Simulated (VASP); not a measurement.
# MnAgO2 (P6_3/mmc) in VASP: single point with LDA

Aim: the single point of MnAgO2 with LDA.

Program: VASP 6.6.1. These are calculated values, not measurements. Logs are shortened: lines on timing, memory, paths and dates and some standing lists are left out, and cuts for length are marked.

## 1. The cell of the first run

It takes space group P6_3/mmc (No. 194, hexagonal). Conventional cell: a = 3.128 Å, b = 3.128 Å, c = 12.474 Å, α = 90.00°, β = 90.00°, γ = 120.00°. Mn (site symmetry -3m) has 6 O at 2.07 Å within 2.7 Å. Ag (site symmetry -6m2) has 2 O at 2.11 Å within 2.8 Å. O (site symmetry 3m) has 3 Mn at 2.07 Å and 1 Ag at 2.11 Å and 3 O at 2.71 Å within 2.8 Å.

## 2. Single point, LDA, collinear spin, antiferromagnetic start

File INCAR:

```
SYSTEM = MnAgO2
ALGO     = Normal         ! electronic algorithm
EDIFF    = 1E-6           ! SCF threshold, eV
ENCUT    = 520            ! plane-wave cutoff, eV
GGA      = CA             ! functional
ISIF     = 2              ! what is computed and relaxed
ISMEAR   = 0              ! smearing method
ISPIN    = 2              ! spin polarisation
LASPH    = .True.         ! aspherical terms in the spheres
LCHARG   = .False.        ! write CHGCAR
LMAXMIX  = 4              ! l up to which the mixer works
LORBIT   = 11             ! projections on sites
LREAL    = .False.        ! projectors in reciprocal space
LWAVE    = .False.        ! write WAVECAR
MAGMOM   = 4 -4 0 0 0 0 0 0 ! initial moments
NBANDS   = 50             ! bands
NELM     = 150            ! most SCF steps
PREC     = Accurate       ! precision mode
SIGMA    = 0.15           ! smearing width, eV
```

File KPOINTS:

```
k-points
0
Gamma
  8 8 2
  0 0 0
```

File POSCAR:

```
MnAgO2
1.0
    3.1280900000      0.0000000000      0.0000000000
   -1.5640450000      2.7090050000      0.0000000000
    0.0000000000      0.0000000000     12.4741030000
Mn Ag O
2 2 4
Direct
    0.0000000000      0.0000000000      0.5000000000
    0.0000000000      0.0000000000      0.0000000000
    0.6666670000      0.3333330000      0.7500000000
    0.3333330000      0.6666670000      0.2500000000
    0.6666670000      0.3333330000      0.9192520000
    0.3333330000      0.6666670000      0.0807480000
    0.3333330000      0.6666670000      0.4192520000
    0.6666670000      0.3333330000      0.5807480000
```

Potentials or basis: VASP PAW LDA potentials, release 64 (Mn_pv, Ag, O).

Run with:

```sh
cat potpaw_LDA.64/Mn_pv/POTCAR potpaw_LDA.64/Ag/POTCAR potpaw_LDA.64/O/POTCAR > POTCAR
mpirun -np 1 vasp_std > vasp.out
```

OUTCAR:

```text
SYSTEM = MnAgO2
   EDIFF = 1E-6
   ENCUT = 520
   GGA = CA
   ISIF = 2
   ISMEAR = 0
   ISPIN = 2
   LASPH = .True.
   LORBIT = 11
   LREAL = .False.
   NELM = 150
   PREC = Accurate

 ion  position               nearest neighbor table
   1  0.000  0.000  0.500-   7 2.07   8 2.07   7 2.07   8 2.07   8 2.07   7 2.07
   2  0.000  0.000  0.000-   5 2.07   6 2.07   6 2.07   5 2.07   5 2.07   6 2.07
   3  0.667  0.333  0.750-   5 2.11   8 2.11
   4  0.333  0.667  0.250-   6 2.11   7 2.11
   5  0.667  0.333  0.919-   2 2.07   2 2.07   2 2.07   3 2.11
   6  0.333  0.667  0.081-   2 2.07   2 2.07   2 2.07   4 2.11
   7  0.333  0.667  0.419-   1 2.07   1 2.07   1 2.07   4 2.11
   8  0.667  0.333  0.581-   1 2.07   1 2.07   1 2.07   3 2.11

  LATTYP: Found a hexagonal cell.
 ALAT       =     3.1280900000
 C/A-ratio  =     3.9877698532

  Lattice vectors:

 A1 = (   3.1280900000,   0.0000000000,   0.0000000000)
 A2 = (  -1.5640450000,   2.7090050000,   0.0000000000)
 A3 = (   0.0000000000,   0.0000000000,  12.4741030000)

Analysis of symmetry for initial positions (statically):
=====================================================================
 Subroutine PRICEL returns:
 Original cell was already a primitive cell.

 Routine SETGRP: Setting up the symmetry group for a
 hexagonal supercell.

 Subroutine GETGRP returns: Found 24 space group operations
 (whereof 12 operations were pure point group operations)
 out of a pool of 24 trial point group operations.

The static configuration has the point symmetry D_3d.
 The point group associated with its full space group is D_6h.

Analysis of symmetry for dynamics (positions and initial velocities):
=====================================================================
 Subroutine PRICEL returns:
 Original cell was already a primitive cell.

 Routine SETGRP: Setting up the symmetry group for a
 hexagonal supercell.

 Subroutine GETGRP returns: Found 24 space group operations
 (whereof 12 operations were pure point group operations)
 out of a pool of 24 trial point group operations.

The dynamic configuration has the point symmetry D_3d.
 The point group associated with its full space group is D_6h.

Analysis of structural, dynamic, and magnetic symmetry:
=====================================================================
 Subroutine PRICEL returns:
 Original cell was already a primitive cell.
[... 158 lines left out ...]

 Free energy of the ion-electron system (eV)
  ---------------------------------------------------
  ext. energy  EPLUGINS =         0.00000000
  ---------------------------------------------------
  free energy    TOTEN  =       -57.92629022 eV

  energy without entropy =      -57.88383191  energy(sigma->0) =      -57.90506106

 E-fermi :   5.3451     XC(G=0): -11.5998

 val. band max:        5.3044912551   @ k =   0.3750   0.2500   0.5000
 cond. band min:       5.3489530594   @ k =   0.3750   0.2500   0.0000
 fundamental gap:      0.0444618042
 Fermi energy:         5.3450727895

 spin component 1

 k-point     1 :       0.0000    0.0000    0.0000
  band No.  band energies     occupation
      1     -45.0594      1.00000
      2     -45.0053      1.00000
      3     -45.0053      1.00000
      4     -41.3533      1.00000
      5     -41.3533      1.00000
      6     -41.3431      1.00000
[... 1009 lines left out ...]
     47      12.6963      0.00000
     48      12.7131      0.00000
 Fermi energy:         5.3450727895

 spin component 2

 k-point     1 :       0.0000    0.0000    0.0000
  band No.  band energies     occupation
      1     -45.0594      1.00000
      2     -45.0053      1.00000
      3     -45.0053      1.00000
      4     -41.3533      1.00000
      5     -41.3533      1.00000
      6     -41.3431      1.00000
[... 1009 lines left out ...]
     47      12.6963      0.00000
     48      12.7131      0.00000
 [bands above 48 left out]

------------------------ aborting loop because EDIFF is reached ----------------------------------------

  FORCE on cell =-STRESS in cart. coord.  units (eV):
  Direction    XX          YY          ZZ          XY          YZ          ZX
  --------------------------------------------------------------------------------------
  -------------------------------------------------------------------------------------
  Total      -11.0175708    -11.0175675    -10.7937848      0.0000000     -0.0000000      0.0000000
  in kB     -166.9929209   -166.9928709   -163.6010043      0.0000000     -0.0000000      0.0000000
  external PRESSURE =    -165.8622653 kB  Pullay stress =       0.0000000 kB

 VOLUME and BASIS-vectors are now :
 -----------------------------------------------------------------------------
  energy-cutoff  :      520.00
  volume of cell :      105.71
      direct lattice vectors                 reciprocal lattice vectors
     3.128090000  0.000000000  0.000000000     0.319683897  0.184569611  0.000000000
    -1.564045000  2.709005000  0.000000000     0.000000000  0.369139223  0.000000000
     0.000000000  0.000000000 12.474103000     0.000000000  0.000000000  0.080166085

 POSITION                                       TOTAL-FORCE (eV/Angst)
 -----------------------------------------------------------------------------------
      0.00000      0.00000      6.23705         0.000000     -0.000000      0.000000
      0.00000      0.00000      0.00000        -0.000000     -0.000000      0.000000
      1.56405      0.90300      9.35558         0.000000     -0.000000      0.000000
     -0.00000      1.80600      3.11853         0.000000      0.000000     -0.000000
      1.56405      0.90300     11.46684         0.000000     -0.000000      0.585997
     -0.00000      1.80600      1.00726         0.000000      0.000000     -0.585997
     -0.00000      1.80600      5.22979        -0.000000      0.000000      0.585997
      1.56405      0.90300      7.24431         0.000000     -0.000000     -0.585997
 -----------------------------------------------------------------------------------
    total drift:                                0.000000     -0.000000      0.000000

  FREE ENERGIE OF THE ION-ELECTRON SYSTEM (eV)
  ---------------------------------------------------
  free  energy   TOTEN  =       -57.9262902158 eV

  energy  without entropy=      -57.8838319083  energy(sigma->0) =      -57.90506106

 total charge

# of ion       s       p       d       tot
------------------------------------------
    1        0.264   6.276   4.844  11.383
    2        0.264   6.276   4.844  11.383
    3        0.382   0.237   9.155   9.774
    4        0.382   0.237   9.155   9.774
    5        1.556   3.365   0.000   4.921
    6        1.556   3.365   0.000   4.921
    7        1.556   3.365   0.000   4.921
    8        1.556   3.365   0.000   4.921
--------------------------------------------------
tot          7.517  26.484  27.998  61.999

 magnetization (x)

# of ion       s       p       d       tot
------------------------------------------
    1        0.025   0.025   3.581   3.631
    2       -0.025  -0.025  -3.581  -3.631
    3        0.000   0.000   0.000   0.000
    4        0.000   0.000   0.000   0.000
    5       -0.014  -0.003   0.000  -0.017
    6       -0.014  -0.003   0.000  -0.017
    7        0.014   0.003   0.000   0.017
    8        0.014   0.003   0.000   0.017
--------------------------------------------------
tot          0.000   0.000   0.000   0.000
```

stdout:

```text
POSCAR found type information on POSCAR MnAgO
 POSCAR found :  3 types and       8 ions
 scaLAPACK will be used
 LDA part: xc-table for (Slater(with rela. corr.)+CA(PZ))
 , standard interpolation
 POSCAR, INCAR and KPOINTS ok, starting setup
 FFT: planning ... GRIDC
 FFT: planning ... GRID_SOFT
 FFT: planning ... GRID
 WAVECAR not read
 entering main loop
```

Run time: 3.7 min. Hardware: 1 thread of Intel Xeon Platinum 8259CL at 2.50GHz (Skylake/Cascade Lake), shared host; peak memory 0.29 GiB.

What came out:

```
Free energy                                           : -57.9263 eV
Pressure                                              : -16.6 GPa
Largest force                                         : 0.586 eV/Å
Band gap on the k mesh                                : zero (filled and empty bands overlap)
Net moment                                            : 0.00 μB per cell
Site moments                                          : Mn +3.63, -3.63; Ag +0.00; O -0.02, +0.02 (each value once) μB
Valence electrons inside the program's atomic spheres : Mn 11.38; Ag 9.77; O 4.92
```

Forces in eV/Å, atoms in the order of the input:
```
Mn   0.000  0.000  0.000
Mn   0.000  0.000  0.000
Ag   0.000  0.000  0.000
Ag   0.000  0.000  0.000
O    0.000  0.000  0.586
O    0.000  0.000 -0.586
O    0.000  0.000  0.586
O    0.000  0.000 -0.586
```

Caveat: the cell stands under tension; semilocal functionals often make such compounds metallic where correlation or magnetic order opens a gap, which also shifts bond lengths. With open d or f shells a metallic result of LDA can be an artefact of self-interaction; +U or a hybrid may open a gap.

The gap in the log of VASP goes by the Fermi energy; the results here count the filled bands.